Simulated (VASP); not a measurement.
# Zn (R-3m) in VASP: notebook

Zn is run at these levels: PBEsol; tasks: single point.

All numbers are computed with VASP 6.6.1; they aren't measurements. Logs are shortened: lines on timing, memory, paths and dates and some standing lists are left out, and cuts for length are marked.

### 1 The cell of the first run

Symmetry: R-3m, No. 166, trigonal system. Conventional cell: a = 5.324 Å, b = 5.324 Å, c = 1.798 Å, α = 90.00°, β = 90.00°, γ = 120.00°. Within 2.4 Å of Zn (site symmetry -3m) lie 2 Zn at 1.80 Å.

### 2 Single point, PBEsol

The input, INCAR:

```
ALGO = Fast
EDIFF = 1E-6
ENCUT = 520
GGA = PS
ISIF = 2
ISMEAR = 0
LASPH = T
LCHARG = F
LREAL = F
LWAVE = F
NBANDS = 12
NELM = 100
PREC = Accurate
SIGMA = 0.15
```

The input, KPOINTS:

```
k-points
0
Gamma
  22 22 22
```

The input, POSCAR:

```
Zn
1.0
   -2.1636052694      1.6008232115      1.6008232115
    1.6008232115     -2.1636052694      1.6008232115
    1.6008232115      1.6008232115     -2.1636052694
Zn
1
Direct
    0.0000000000      0.0000000000      0.0000000000
```

Potentials or basis: VASP PAW PBE potentials, release 64 (Zn).

The run is started by

```bash
cat potpaw_PBE.64/Zn/POTCAR > POTCAR
mpirun -np 1 vasp_std > vasp.out
```

OUTCAR:

```text
EDIFF = 1E-6
   ENCUT = 520
   GGA = PS
   ISIF = 2
   ISMEAR = 0
   LASPH = T
   LREAL = F
   NELM = 100
   PREC = Accurate

 ion  position               nearest neighbor table
   1  0.000  0.000  0.000-

  LATTYP: Found a trigonal (rhomboedric) cell.
 ALAT       =     3.1315264123
 COS(alpha) =    -0.4450602107

  Lattice vectors:

 A1 = (  -2.1636052694,   1.6008232115,   1.6008232115)
 A2 = (   1.6008232115,  -2.1636052694,   1.6008232115)
 A3 = (   1.6008232115,   1.6008232115,  -2.1636052694)

Analysis of symmetry for initial positions (statically):
=====================================================================
 Subroutine PRICEL returns:
 Original cell was already a primitive cell.

 Routine SETGRP: Setting up the symmetry group for a
 trigonal (rhombohedral) supercell.

 Subroutine GETGRP returns: Found 12 space group operations
 (whereof 12 operations were pure point group operations)
 out of a pool of 12 trial point group operations.

The static configuration has the point symmetry D_3d.

Analysis of symmetry for dynamics (positions and initial velocities):
=====================================================================
 Subroutine PRICEL returns:
 Original cell was already a primitive cell.

 Routine SETGRP: Setting up the symmetry group for a
 trigonal (rhombohedral) supercell.

 Subroutine GETGRP returns: Found 12 space group operations
 (whereof 12 operations were pure point group operations)
 out of a pool of 12 trial point group operations.

The dynamic configuration has the point symmetry D_3d.

 Subroutine INISYM returns: Found 12 space group operations
 (whereof 12 operations are pure point group operations),
 and found     1 'primitive' translations

----------------------------------------------------------------------------------------

                                     Primitive cell

  volume of cell :      14.7100

  direct lattice vectors                    reciprocal lattice vectors
    -2.163605269  1.600823212  1.600823212     0.144021265  0.409665839  0.409665839
     1.600823212 -2.163605269  1.600823212     0.409665839  0.144021265  0.409665839
     1.600823212  1.600823212 -2.163605269     0.409665839  0.409665839  0.144021265

  length of vectors
     3.131526412  3.131526412  3.131526412     0.596987708  0.596987708  0.596987708

  position of ions in fractional coordinates (direct lattice)
[... 83 lines left out ...]
   ISIF   =      2    stress and relaxation
   ISYM   =      2    0-nonsym 1-usesym 2-fastsym
   POTIM  = 0.5000    time-step for ionic-motion
   TEBEG  =    0.0;   TEEND  =   0.0 temperature during run
   PSTRESS=    0.0 pullay stress
   NELECT =      12.0000    total number of electrons
   NUPDOWN=      -1.0000    fix difference up-down
   EMIN   =  10.00;   EMAX   =-10.00  energy-range for DOS
   EFERMI =   0.00;   METHOD = LEGACY
   ISMEAR =     0;   SIGMA  =   0.15  broadening in eV -4-tet -1-fermi 0-gaus
   EFERMI_NEDOS =   21; number of points for ismear=-14 and -15
   IALGO  =     68    algorithm
   IMIX   =      4    mixing-type and parameters
     AMIX     =   0.40;   BMIX     =  1.00
     AMIX_MAG =   1.60;   BMIX_MAG =  1.00
  volume/ion in A,a.u.               =      14.71        99.27
  Fermi-wavevector in a.u.,A,eV,Ry     =   1.529670  2.890657 31.836132  2.339890
  Thomas-Fermi vector in A             =   2.637259
   LORBIT       =      0    0 simple, 1 ext, 2 COOP (PROOUT), +10 PAW based schemes
   GGA     = PS    functional components
   LHFCALC =     F    Hartree Fock is set to
   AEXX    =    0.0000 exact exchange contribution
   IVDW    =     0    specifies the selected vdW correction
   LEPSILON=     F    determine dielectric tensor
   LRPA    =     F    only Hartree local field effects (RPA)
 non-spin polarized calculation
 RMM-DIIS sequential band-by-band and
 Gauss-broadening in eV      SIGMA  =   0.15
  energy-cutoff  :      520.00
  volume of cell :       14.71
 maximum number of plane-waves:       411
   NGX = 11   NGY = 11   NGZ = 11

 number of electron      12.0000013 magnetization

 Free energy of the ion-electron system (eV)
  ---------------------------------------------------
  ext. energy  EPLUGINS =         0.00000000
  ---------------------------------------------------
  free energy    TOTEN  =         1.39265656 eV

  energy without entropy =        1.39584441  energy(sigma->0) =        1.39425049

 E-fermi :   2.9781     XC(G=0): -11.6332

 val. band max:        2.9778638268   @ k =  -0.4091   0.4091   0.1818
 cond. band min:       2.9804919318   @ k =   0.4545   0.4545   0.4091
 fundamental gap:      0.0026281050
 Fermi energy:         2.9780554251

 k-point     1 :       0.0000    0.0000    0.0000
  band No.  band energies     occupation
      1      -9.3797      2.00000
      2      -6.8108      2.00000
      3      -5.5209      2.00000
      4      -5.5209      2.00000
      5      -3.6571      2.00000
      6      -3.6571      2.00000
      7      11.4066      0.00000
      8      11.4066      0.00000
      9      16.7483      0.00000
     10      17.2129      0.00000
     11      17.2129      0.00000
     12      19.1926      0.00000
[... 331 lines left out ...]
 k-point    24 :      -0.4545    0.0455   -0.0000
  band No.  band energies     occupation
      1      -7.2215      2.00000
      2      -7.0469      2.00000
      3      -4.7412      2.00000
      4      -4.6196      2.00000
      5      -3.9194      2.00000
      6       2.1953      2.00000
      7      12.0707      0.00000
      8      13.9497      0.00000
      9      15.2268      0.00000
     10      22.3720      0.00000
     11      22.9960      0.00000
     12      24.2116      0.00000

 [... further k-points ...]

------------------------ aborting loop because EDIFF is reached ----------------------------------------

  FORCE on cell =-STRESS in cart. coord.  units (eV):
  Direction    XX          YY          ZZ          XY          YZ          ZX
  --------------------------------------------------------------------------------------
  -------------------------------------------------------------------------------------
  Total        7.4840751      7.4840751      7.4840751      7.9480405      7.9480405      7.9480405
  in kB      815.1472149    815.1472149    815.1472149    865.6811914    865.6811914    865.6811914
  external PRESSURE =     815.1472149 kB  Pullay stress =       0.0000000 kB

 VOLUME and BASIS-vectors are now :
 -----------------------------------------------------------------------------
  energy-cutoff  :      520.00
  volume of cell :       14.71
      direct lattice vectors                 reciprocal lattice vectors
    -2.163605269  1.600823212  1.600823212     0.144021265  0.409665839  0.409665839
     1.600823212 -2.163605269  1.600823212     0.409665839  0.144021265  0.409665839
     1.600823212  1.600823212 -2.163605269     0.409665839  0.409665839  0.144021265

 POSITION                                       TOTAL-FORCE (eV/Angst)
 -----------------------------------------------------------------------------------
      0.00000      0.00000      0.00000         0.000000      0.000000      0.000000
 -----------------------------------------------------------------------------------
    total drift:                                0.000000      0.000000     -0.000000

  FREE ENERGIE OF THE ION-ELECTRON SYSTEM (eV)
  ---------------------------------------------------
  free  energy   TOTEN  =         1.3926565623 eV

  energy  without entropy=        1.3958444083  energy(sigma->0) =        1.39425049
```

OSZICAR:

```text
N       E                     dE             d eps       ncg     rms          rms(c)
DAV:   1     0.466757238353E+02    0.46676E+02   -0.66245E+03 25324   0.161E+03
DAV:   2     0.282518595802E+01   -0.43851E+02   -0.41760E+02 25668   0.227E+02
DAV:   3     0.126225900843E+01   -0.15629E+01   -0.15608E+01 28340   0.411E+01
DAV:   4     0.125777752271E+01   -0.44815E-02   -0.44813E-02 26540   0.214E+00
DAV:   5     0.125777384047E+01   -0.36822E-05   -0.36820E-05 28348   0.592E-02    0.795E+00
RMM:   6     0.136180154781E+01    0.10403E+00   -0.13222E-01 30444   0.485E+00    0.494E+00
RMM:   7     0.138755337786E+01    0.25752E-01   -0.73237E-03 31312   0.130E+00    0.172E+00
RMM:   8     0.139265404364E+01    0.51007E-02   -0.20983E-03 31124   0.436E-01    0.491E-02
RMM:   9     0.139264551708E+01   -0.85266E-05   -0.34874E-04 32310   0.282E-01    0.436E-02
RMM:  10     0.139265720698E+01    0.11690E-04   -0.52839E-05 31948   0.790E-02    0.425E-03
RMM:  11     0.139265656232E+01   -0.64466E-06   -0.51475E-06 26373   0.267E-02
   1 F= 0.13926566E+01 E0= 0.13942505E+01  d E =-.318785E-02
```

Wall time 2.3 min (1 thread of Intel Xeon Platinum 8488C (Sapphire Rapids), shared host); peak memory 0.28 GiB.

What came out:

```yaml
Free_energy: 1.3927 eV
Pressure: 81.5 GPa
Band_gap_on_the_k_mesh: zero (band 6 reaches 7.20 eV, above the bottom of band 7 at -1.14 eV)
```

Levels at points of the mesh, in eV from the Fermi level:
| k point | band 4 | band 5 | band 6 | band 7 | band 8 | band 9 |
| --- | --- | --- | --- | --- | --- | --- |
| (0.00, 0.00, 0.00) | -8.50 | -6.64 | -6.64 | 8.43 | 8.43 | 13.77 |
| (0.50, 0.00, 0.00) | -7.53 | -6.52 | 1.60 | 6.58 | 12.08 | 14.57 |
| (0.50, 0.50, 0.00) | -6.63 | -6.62 | -4.48 | -4.12 | 4.59 | 9.51 |
| (0.50, 0.50, 0.50) | -7.54 | -6.27 | 4.22 | 9.28 | 9.28 | 11.96 |

Caveat: the PAW data sets were made with another functional, which shifts forces and pressure a little.

### 3 Single point, PBEsol

This run uses another cell than the first one, of the same volume but with other edges.

The input, INCAR:

```
PREC = Accurate
ENCUT = 520
EDIFF = 1E-7
ISMEAR = 0
SIGMA = 0.15
LREAL = F
LASPH = T
NELM = 100
ALGO = Fast
ISIF = 2
LWAVE = F
LCHARG = F
GGA = PS
NBANDS = 12
```

The input, KPOINTS:

```
Automatic mesh
0
Gamma
  22 22 22
```

The input, POSCAR:

```
Zn
1.0
   -1.3391197870      1.5504431570      1.5504431570
    1.5504431570     -1.3391197870      1.5504431570
    1.5504431570      1.5504431570     -1.3391197870
Zn
1
Direct
    0.0000000000      0.0000000000      0.0000000000
```

Potentials or basis: VASP PAW PBE potentials, release 64 (Zn).

The run is started by

```bash
cat potpaw_PBE.64/Zn/POTCAR > POTCAR
mpirun -np 1 vasp_std > vasp.out
```

Run time: 2.2 min. Hardware: 1 thread of Intel Xeon Platinum 8488C (Sapphire Rapids), shared host; peak memory 0.27 GiB.

Results (log left out):

```
Free energy            : -1.4687 eV
Pressure               : 1.1 GPa
Band gap on the k mesh : zero (band 6 reaches 7.27 eV, above the bottom of band 7 at 1.22 eV)
```

Stress tensor (GPa, compression positive):
```
 1.13 -2.22 -2.22
-2.22  1.13 -2.22
-2.22 -2.22  1.13
```

Levels at points of the mesh, in eV from the Fermi level:
| k point | band 3 | band 4 | band 5 | band 6 | band 7 | band 8 | band 9 | band 10 |
| --- | --- | --- | --- | --- | --- | --- | --- | --- |
| (0.00, 0.00, 0.00) | -8.08 | -7.39 | -7.15 | -7.15 | 16.49 | 17.30 | 17.30 | 19.91 |
| (0.50, 0.00, 0.00) | -7.16 | -7.16 | -7.00 | -3.32 | -1.91 | 13.52 | 14.30 | 17.02 |
| (0.50, 0.50, 0.00) | -7.29 | -7.24 | -6.75 | -1.90 | 0.70 | 7.71 | 12.12 | 15.98 |
| (0.50, 0.50, 0.50) | -7.32 | -6.78 | -6.78 | 4.14 | 4.14 | 5.63 | 8.58 | 9.13 |

Caveat: the PAW data sets were made with another functional, which shifts forces and pressure a little.

### 4 Single point, PBEsol

This run uses another cell than the first one, of the same volume but with other edges.

The input, INCAR:

```
SYSTEM = Zn
PREC = Accurate
ENCUT = 520
EDIFF = 1E-6
ISMEAR = 0
SIGMA = 0.15
LREAL = .FALSE.
LASPH = .TRUE.
NELM = 100
ALGO = Fast
ISIF = 2
LWAVE = .FALSE.
LCHARG = .FALSE.
GGA = PS
NBANDS = 12
```

The input, KPOINTS:

```
Automatic mesh
0
G
  22 22 22
  0 0 0
```

The input, POSCAR:

```
Zn
1.0
   -0.9226920970      1.6089306312      1.6089306312
    1.6089306312     -0.9226920970      1.6089306312
    1.6089306312      1.6089306312     -0.9226920970
Zn
1
Direct
    0.0000000000      0.0000000000      0.0000000000
```

The run is started by

```bash
cat potpaw_PBE.64/Zn/POTCAR > POTCAR
mpirun -np 1 vasp_std > vasp.out
```

Wall time 1.8 min (1 thread of Intel Xeon Platinum 8488C (Sapphire Rapids), shared host); peak memory 0.27 GiB.

It converged, with:

* Free energy: -1.2390 eV
* Pressure: 11.8 GPa
* Band gap on the k mesh: zero (band 6 reaches 8.63 eV, above the bottom of band 7 at 0.30 eV)

Stress tensor (GPa, compression positive):
```
11.78 -1.72 -1.72
-1.72 11.78 -1.72
-1.72 -1.72 11.78
```

Levels at points of the mesh, in eV from the Fermi level:
```tsv
k point	band 2	band 3	band 4	band 5	band 6	band 7	band 8	band 9	band 10	band 11
(0.00, 0.00, 0.00)	-8.57	-8.57	-6.94	-6.90	-6.90	14.05	14.23	14.23	17.25	17.25
(0.50, 0.00, 0.00)	-8.39	-7.38	-7.37	-6.87	-3.68	-2.65	18.77	18.78	21.51	22.41
(0.50, 0.50, 0.00)	-8.17	-7.33	-7.27	-6.53	0.59	2.20	3.67	6.95	24.19	25.82
(0.50, 0.50, 0.50)	-8.30	-8.09	-6.51	-6.51	5.68	5.68	7.53	11.13	11.13	11.57
```

Caveat: the PAW data sets were made with another functional, which shifts forces and pressure a little.

### 5 Single point, PBEsol

This run uses another cell than the first one, of 15.09 Å³/atom, 1.026 times its volume.

The input, INCAR:

```
PREC = Accurate ; ENCUT = 520
EDIFF = 1E-6 ; ISMEAR = 0
SIGMA = 0.15 ; LREAL = F
LASPH = T ; NELM = 80
ALGO = Fast ; ISIF = 2
LWAVE = F ; LCHARG = F
GGA = PS ; NBANDS = 12
```

The input, KPOINTS:

```
Automatic mesh
0
Gamma
  22 22 22
```

The input, POSCAR:

```
Zn
1.0
   -1.1425435719      1.5853758199      1.5853758199
    1.5853758199     -1.1425435719      1.5853758199
    1.5853758199      1.5853758199     -1.1425435719
Zn
1
Direct
    0.0000000000      0.0000000000      0.0000000000
```

The run is started by

```bash
cat potpaw_PBE.64/Zn/POTCAR > POTCAR
mpirun -np 1 vasp_std > vasp.out
```

Run time: 2.2 min. Hardware: 1 thread of Intel Xeon Platinum 8488C (Sapphire Rapids), shared host; peak memory 0.27 GiB.

Results (log left out):

| Item | Value |
| --- | --- |
| Free energy | -1.3616 eV |
| Pressure | 4.8 GPa |
| Band gap on the k mesh | zero (band 6 reaches 7.38 eV, above the bottom of band 7 at 0.36 eV) |

Stress tensor (GPa, compression positive):
```
 4.77 -3.37 -3.37
-3.37  4.77 -3.37
-3.37 -3.37  4.77
```

Levels at points of the mesh, in eV from the Fermi level:
```tsv
k point	band 3	band 4	band 5	band 6	band 7	band 8	band 9	band 10
(0.00, 0.00, 0.00)	-8.18	-6.97	-6.87	-6.87	14.50	15.09	15.09	17.88
(0.50, 0.00, 0.00)	-7.10	-7.08	-6.85	-3.37	-2.39	15.75	16.11	18.78
(0.50, 0.50, 0.00)	-7.19	-7.05	-6.50	-0.61	2.29	4.52	8.93	19.64
(0.50, 0.50, 0.50)	-7.55	-6.51	-6.51	4.63	4.63	7.06	9.59	9.92
```

Caveat: the PAW data sets were made with another functional, which shifts forces and pressure a little.

### 6 Single point, PBEsol

This run uses another cell than the first one, of 15.09 Å³/atom, 1.026 times its volume.

The input, INCAR:

```
SYSTEM = Zn
ALGO = Fast
EDIFF = 1E-6
ENCUT = 520
GGA = PS
ISIF = 2
ISMEAR = 0
LASPH = .True.
LCHARG = .False.
LREAL = .False.
LWAVE = .False.
NBANDS = 12
NELM = 100
PREC = Accurate
SIGMA = 0.15
```

The input, KPOINTS:

```
k-points
0
Gamma
  22 22 22
  0 0 0
```

The input, POSCAR:

```
Zn
1.0
   -1.9709301818      1.5829634593      1.5829634593
    1.5829634593     -1.9709301818      1.5829634593
    1.5829634593      1.5829634593     -1.9709301818
Zn
1
Direct
    0.0000000000      0.0000000000      0.0000000000
```

Potentials or basis: VASP PAW PBE potentials, release 64 (Zn).

The run is started by

```bash
cat potpaw_PBE.64/Zn/POTCAR > POTCAR
mpirun -np 1 vasp_std > vasp.out
```

Wall time 2 min (1 thread of Intel Xeon Platinum 8488C (Sapphire Rapids), shared host); peak memory 0.29 GiB.

Results (log left out):

```yaml
Free_energy: -0.7622 eV
Pressure: 24.9 GPa
Band_gap_on_the_k_mesh: zero (band 6 reaches 6.13 eV, above the bottom of band 7 at -0.45 eV)
```

Stress tensor (GPa, compression positive):
```
24.90 31.23 31.23
31.23 24.90 31.23
31.23 31.23 24.90
```

Levels at points of the mesh, in eV from the Fermi level:
| k point | band 3 | band 4 | band 5 | band 6 | band 7 | band 8 | band 9 | band 10 |
| --- | --- | --- | --- | --- | --- | --- | --- | --- |
| (0.00, 0.00, 0.00) | -7.62 | -7.62 | -6.61 | -6.61 | 11.82 | 11.82 | 15.84 | 16.66 |
| (0.50, 0.00, 0.00) | -7.25 | -7.09 | -6.43 | -0.21 | 3.54 | 10.87 | 13.21 | 15.62 |
| (0.50, 0.50, 0.00) | -7.12 | -6.60 | -6.56 | -3.48 | -3.12 | 6.96 | 11.43 | 26.76 |
| (0.50, 0.50, 0.50) | -7.05 | -7.05 | -6.17 | 3.45 | 7.02 | 7.02 | 10.00 | 10.25 |

Caveat: the PAW data sets were made with another functional, which shifts forces and pressure a little.

### 7 The runs side by side

| cell | further INCAR settings | gap on the mesh (eV) | pressure (GPa) |
| --- | --- | --- | --- |
| a = 3.132 Å, angles 116.4°, 1 atom | ALGO = Fast; EDIFF = 1e-06; NBANDS = 12 | none | 81.5 |
| a = 2.569 Å, angles 105.4°, 1 atom | ALGO = Fast; EDIFF = 1e-07; NBANDS = 12 | none | 1.1 |
| a = 2.455 Å, angles 93.6°, 1 atom | ALGO = Fast; EDIFF = 1e-06; NBANDS = 12 | none | 11.8 |
| a = 2.516 Å, angles 100.1°, 1 atom | ALGO = Fast; EDIFF = 1e-06; NBANDS = 12 | none | 4.8 |
| a = 2.983 Å, angles 114.8°, 1 atom | ALGO = Fast; EDIFF = 1e-06; NBANDS = 12 | none | 24.9 |

Alike in all rows: task single point; level PBEsol; potentials or basis VASP PAW PBE potentials, release 64 (Zn); no spin polarisation; k mesh 22 × 22 × 22; cutoff (eV) 520; smearing gaussian 0.15 eV.

Caveats: the PAW data sets were made with another functional, which shifts forces and pressure a little.

Total energies depend on the potentials used, so only differences within one code and one set of settings carry meaning.
